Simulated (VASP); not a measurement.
# SiC (I-4m2) in VASP: further runs

SiC is run at these levels: r2SCAN; tasks: single point.

All numbers are computed with VASP 6.6.1; they aren't measurements. Logs are shortened: lines on timing, memory, paths and dates and some standing lists are left out, and cuts for length are marked.

## 1. The cell of the first run

The structure is tetragonal, space group I-4m2 (No. 119). Conventional cell: a = 2.829 Å, b = 2.829 Å, c = 4.174 Å, α = 90.00°, β = 90.00°, γ = 90.00°. Within 2.3 Å of Si (site symmetry -4m2) lie 4 C at 1.76 Å. Within 2.3 Å of C (site symmetry -4m2) lie 4 Si at 1.76 Å.

## 2. Single point, r2SCAN (strain -0.080 along x and y, -0.040 along z)

Input file POSCAR:

```
SiC
1.0
    0.0000000000      2.0000800000      2.0870400000
    2.0000800000      0.0000000000      2.0870400000
    2.0000800000      2.0000800000      0.0000000000
Si C
1 1
Direct
    0.0000000000      0.0000000000      0.0000000000
    0.7500000000      0.7500000000      0.7500000000
```

Input file INCAR.step1:

```
ALGO = Normal ; EDIFF = 1E-4
ENCUT = 520 ; GGA = PE
ISMEAR = 0 ; LASPH = T
LCHARG = F ; LREAL = F
LWAVE = T ; NBANDS = 11
NELM = 80 ; PREC = Accurate
SIGMA = 0.05
```

Input file INCAR.step2:

```
ALGO = Normal ; EDIFF = 1E-6
ENCUT = 520 ; ISIF = 2
ISMEAR = 0 ; ISTART = 1
LASPH = T ; LCHARG = F
LMIXTAU = T ; LREAL = F
LWAVE = F ; METAGGA = R2SCAN
NBANDS = 11 ; NELM = 80
PREC = Accurate ; SIGMA = 0.05
```

Input file KPOINTS:

```
k-points
0
Gamma
  12 12 12
```

Potentials or basis: VASP PAW PBE potentials, release 64 (Si, C).

Launch:

```sh
cat potpaw_PBE.64/Si/POTCAR potpaw_PBE.64/C/POTCAR > POTCAR
cp INCAR.step1 INCAR
mpirun -np 1 vasp_std > vasp.out
cp INCAR.step2 INCAR
mpirun -np 1 vasp_std > vasp.out
```

OUTCAR:

```text
EDIFF = 1E-6
   ENCUT = 520
   ISIF = 2
   ISMEAR = 0
   ISTART = 1
   LASPH = T
   LREAL = F
   METAGGA = R2SCAN
   NELM = 80
   PREC = Accurate

 ion  position               nearest neighbor table
   1  0.000  0.000  0.000-   2 1.76   2 1.76   2 1.76   2 1.76
   2  0.750  0.750  0.750-   1 1.76   1 1.76   1 1.76   1 1.76

  LATTYP: Found a body centered tetragonal cell.
 ALAT       =     2.8285402618
 C/A-ratio  =     1.4757011086

  Lattice vectors:

 A1 = (  -2.0000800000,   0.0000000000,   2.0870400000)
 A2 = (   2.0000800000,   0.0000000000,   2.0870400000)
 A3 = (   0.0000000000,   2.0000800000,  -2.0870400000)

Analysis of symmetry for initial positions (statically):
=====================================================================
 Subroutine PRICEL returns:
 Original cell was already a primitive cell.

 Routine SETGRP: Setting up the symmetry group for a
 body centered tetragonal supercell.

 Subroutine GETGRP returns: Found  8 space group operations
 (whereof  8 operations were pure point group operations)
 out of a pool of 16 trial point group operations.

The static configuration has the point symmetry D_2d.

Analysis of symmetry for dynamics (positions and initial velocities):
=====================================================================
 Subroutine PRICEL returns:
 Original cell was already a primitive cell.

 Routine SETGRP: Setting up the symmetry group for a
 body centered tetragonal supercell.

 Subroutine GETGRP returns: Found  8 space group operations
 (whereof  8 operations were pure point group operations)
 out of a pool of 16 trial point group operations.

The dynamic configuration has the point symmetry D_2d.

 Subroutine INISYM returns: Found  8 space group operations
 (whereof  8 operations are pure point group operations),
 and found     1 'primitive' translations

----------------------------------------------------------------------------------------

                                     Primitive cell

  volume of cell :      16.6977

  direct lattice vectors                    reciprocal lattice vectors
     0.000000000  2.000080000  2.087040000    -0.249990000  0.249990000  0.239573750
     2.000080000  0.000000000  2.087040000     0.249990000 -0.249990000  0.239573750
     2.000080000  2.000080000  0.000000000     0.249990000  0.249990000 -0.239573750

  length of vectors
     2.890684343  2.890684343  2.828540262     0.427066251  0.427066251  0.427066251

  position of ions in fractional coordinates (direct lattice)
     0.000000000  0.000000000  0.000000000
     0.750000000  0.750000000  0.750000000

  ion indices of the primitive-cell ions
   primitive index   ion index
                 1           1
                 2           2

----------------------------------------------------------------------------------------

 KPOINTS: k-points

Automatic generation of k-mesh.
 Grid dimensions read from file:
 generate k-points for:   12   12   12

 Generating k-lattice:

  Cartesian coordinates                     Fractional coordinates (reciprocal lattice)
    -0.020832500  0.020832500  0.019964479     0.083333333 -0.000000000  0.000000000
     0.020832500 -0.020832500  0.019964479    -0.000000000  0.083333333  0.000000000
     0.020832500  0.020832500 -0.019964479     0.000000000  0.000000000  0.083333333

  Length of vectors
     0.035588854  0.035588854  0.035588854

  Shift w.r.t. Gamma in fractional coordinates (k-lattice)
     0.000000000  0.000000000  0.000000000

 Subroutine IBZKPT returns following result:
 ===========================================

 Found    163 irreducible k-points:

 Following reciprocal coordinates:
            Coordinates               Weight
  0.000000  0.000000  0.000000      1.000000
  0.083333  0.000000  0.000000      8.000000
  0.166667 -0.000000  0.000000      8.000000
  0.250000  0.000000  0.000000      8.000000
  0.333333 -0.000000  0.000000      8.000000
  0.416667 -0.000000  0.000000      8.000000
[... 16 lines left out ...]
  0.500000  0.166667  0.000000      8.000000
 -0.416667  0.166667  0.000000      8.000000
 [... further k-points ...]
   k-points           NKPTS =    163   k-points in BZ     NKDIM =    163   number of bands    NBANDS=     11
   number of dos      NEDOS =    301   number of ions     NIONS =      2
   total plane-waves  NPLWV =  13824
   dimension x,y,z NGX =    24 NGY =   24 NGZ =   24
   dimension x,y,z NGXF=    48 NGYF=   48 NGZF=   48
   ions per type =               1   1
   NGX,Y,Z   is equivalent  to a cutoff of  13.80, 13.80, 14.11 a.u.
   NGXF,Y,Z  is equivalent  to a cutoff of  27.61, 27.61, 28.21 a.u.
 SYSTEM =  unknown system
   PREC   = accura    normal or accurate (medium, high low for compatibility)
   ISTART =      1    job   : 0-new  1-cont  2-samecut
   ICHARG =      0    charge: 1-file 2-atom 10-const
   ISPIN  =      1    spin polarized calculation?
   LNONCOLLINEAR =      F non collinear calculations
   LSORBIT =      F    spin-orbit coupling
   LASPH  =      T    aspherical Exc in radial PAW
   ENCUT  =  520.0 eV  38.22 Ry    6.18 a.u.   5.37  5.37  5.26*2*pi/ulx,y,z
   NELM   =     80;   NELMIN=  2; NELMDL=  0     # of ELM steps
   EDIFF  = 0.1E-05   stopping-criterion for ELM
   LREAL  =      F    real-space projection
   EDIFFG = 0.1E-04   stopping-criterion for IOM
   NSW    =      0    number of steps for IOM
   IBRION =     -1    ionic relax: 0-MD 1-quasi-New 2-CG
   NFREE  =      0    steps in history (QN), initial steepest desc. (CG)
   ISIF   =      2    stress and relaxation
   ISYM   =      2    0-nonsym 1-usesym 2-fastsym
   POTIM  = 0.5000    time-step for ionic-motion
   TEBEG  =    0.0;   TEEND  =   0.0 temperature during run
   PSTRESS=    0.0 pullay stress
   NELECT =       8.0000    total number of electrons
   NUPDOWN=      -1.0000    fix difference up-down
   EMIN   =  10.00;   EMAX   =-10.00  energy-range for DOS
   EFERMI =   0.00;   METHOD = LEGACY
   ISMEAR =     0;   SIGMA  =   0.05  broadening in eV -4-tet -1-fermi 0-gaus
   EFERMI_NEDOS =   21; number of points for ismear=-14 and -15
   IALGO  =     38    algorithm
   IMIX   =      4    mixing-type and parameters
     AMIX     =   0.40;   BMIX     =  1.00
     AMIX_MAG =   1.60;   BMIX_MAG =  1.00
  volume/ion in A,a.u.               =       8.35        56.34
  Fermi-wavevector in a.u.,A,eV,Ry     =   1.281011  2.420761 22.327027  1.640990
  Thomas-Fermi vector in A             =   2.413406
   LORBIT       =      0    0 simple, 1 ext, 2 COOP (PROOUT), +10 PAW based schemes
   METAGGA = R2SCAN    functional components
   LHFCALC =     F    Hartree Fock is set to
   AEXX    =    0.0000 exact exchange contribution
   IVDW    =     0    specifies the selected vdW correction
   LEPSILON=     F    determine dielectric tensor
   LRPA    =     F    only Hartree local field effects (RPA)
 non-spin polarized calculation
 Gauss-broadening in eV      SIGMA  =   0.05
  energy-cutoff  :      520.00
  volume of cell :       16.70
 maximum number of plane-waves:       463
 NGX is ok and might be reduce to    24
   NGX = 11   NGY = 11   NGZ = 11

 number of electron       8.0000000 magnetization

 Free energy of the ion-electron system (eV)
  ---------------------------------------------------
  ext. energy  EPLUGINS =         0.00000000
  ---------------------------------------------------
  free energy    TOTEN  =       -18.55502139 eV

  energy without entropy =      -18.55502139  energy(sigma->0) =      -18.55502139

 E-fermi :  11.0496     XC(G=0): -12.9257

 val. band max:       10.6975466130   @ k =  -0.0833   0.0833   0.0000
 cond. band min:      11.9780803460   @ k =   0.5000   0.0000   0.5000
 fundamental gap:      1.2805337330
 Fermi energy:        11.0496185802

 k-point     1 :       0.0000    0.0000    0.0000
  band No.  band energies     occupation
      1      -7.4237      2.00000
      2      10.3420      2.00000
      3      10.6811      2.00000
      4      10.6811      2.00000
      5      20.1533      0.00000
      6      20.1762      0.00000
      7      20.1762      0.00000
      8      20.2538      0.00000
      9      26.3082      0.00000
     10      28.0090      0.00000
     11      29.5747      0.00000

 k-point     2 :       0.0833    0.0000    0.0000
  band No.  band energies     occupation
      1      -7.2576      2.00000
      2       9.7551      2.00000
      3      10.3696      2.00000
      4      10.5985      2.00000
      5      19.8862      0.00000
      6      20.4026      0.00000
      7      20.4262      0.00000
      8      20.8745      0.00000
      9      25.5372      0.00000
     10      27.0105      0.00000
     11      30.0627      0.00000

 k-point     3 :       0.1667   -0.0000    0.0000
  band No.  band energies     occupation
      1      -6.7635      2.00000
      2       7.9335      2.00000
      3      10.0419      2.00000
      4      10.3928      2.00000
      5      19.5017      0.00000
      6      20.6700      0.00000
      7      20.8552      0.00000
      8      22.0295      0.00000
      9      24.9387      0.00000
     10      25.8519      0.00000
     11      29.4366      0.00000

 k-point     4 :       0.2500    0.0000    0.0000
  band No.  band energies     occupation
      1      -5.9569      2.00000
      2       5.6920      2.00000
      3       9.6832      2.00000
      4      10.1504      2.00000
      5      19.0540      0.00000
      6      20.3831      0.00000
      7      20.8973      0.00000
      8      22.9218      0.00000
      9      25.7314      0.00000
     10      25.9151      0.00000
     11      29.1984      0.00000
[... 239 lines left out ...]
 k-point    22 :       0.4167    0.1667    0.0000
  band No.  band energies     occupation
      1      -4.0370      2.00000
      2       3.2496      2.00000
      3       7.6940      2.00000
      4       8.7878      2.00000
      5      16.6375      0.00000
      6      20.8367      0.00000
      7      22.4334      0.00000
      8      23.1567      0.00000
      9      27.1826      0.00000
     10      31.1232      0.00000
     11      32.2926      0.00000

 k-point    23 :       0.5000    0.1667    0.0000
  band No.  band energies     occupation
      1      -2.8826      2.00000
      2       1.5606      2.00000
      3       7.1035      2.00000
      4       8.9261      2.00000
      5      16.7794      0.00000
      6      20.8327      0.00000
      7      21.7748      0.00000
      8      24.4068      0.00000
      9      27.8990      0.00000
     10      31.3261      0.00000
     11      32.6259      0.00000

 k-point    24 :      -0.4167    0.1667    0.0000
  band No.  band energies     occupation
      1      -2.5284      2.00000
      2       1.1102      2.00000
      3       6.7236      2.00000
      4       9.2366      2.00000
      5      17.2475      0.00000
      6      20.7575      0.00000
      7      21.3122      0.00000
      8      24.7574      0.00000
      9      28.9344      0.00000
     10      29.2061      0.00000
     11      32.4017      0.00000

 [... further k-points ...]
[... 5 lines left out ...]
  --------------------------------------------------------------------------------------
  -------------------------------------------------------------------------------------
  Total        7.9555903      7.9555903      6.5806655      0.0000000      0.0000000      0.0000000
  in kB      763.3566433    763.3566433    631.4295373      0.0000000      0.0000000      0.0000000
  external PRESSURE =     719.3809413 kB  Pullay stress =       0.0000000 kB

 VOLUME and BASIS-vectors are now :
 -----------------------------------------------------------------------------
  energy-cutoff  :      520.00
  volume of cell :       16.70
      direct lattice vectors                 reciprocal lattice vectors
     0.000000000  2.000080000  2.087040000    -0.249990000  0.249990000  0.239573750
     2.000080000  0.000000000  2.087040000     0.249990000 -0.249990000  0.239573750
     2.000080000  2.000080000  0.000000000     0.249990000  0.249990000 -0.239573750

 POSITION                                       TOTAL-FORCE (eV/Angst)
 -----------------------------------------------------------------------------------
      0.00000      0.00000      0.00000        -0.000000     -0.000000     -0.000000
      3.00012      3.00012      3.13056         0.000000      0.000000      0.000000
 -----------------------------------------------------------------------------------
    total drift:                               -0.000000     -0.000000     -0.000001

  FREE ENERGIE OF THE ION-ELECTRON SYSTEM (eV)
  ---------------------------------------------------
  free  energy   TOTEN  =       -18.5550213940 eV

  energy  without entropy=      -18.5550213940  energy(sigma->0) =      -18.55502139
```

It took 4.8 min on 1 thread of AMD EPYC 7R43 (Zen 3), shared host; peak memory 0.12 GiB.

What came out:

```
Free energy            : -18.5550 eV
Pressure               : 71.9 GPa
Band gap on the k mesh : 1.28 eV, indirect (least direct gap 5.24 eV)
```

Caveat: the cell differs from its parent crystal (strain -0.080 along x and y, -0.040 along z); the PAW data sets were made with another functional, which shifts forces and pressure a little.

[end of part 1 of 2]
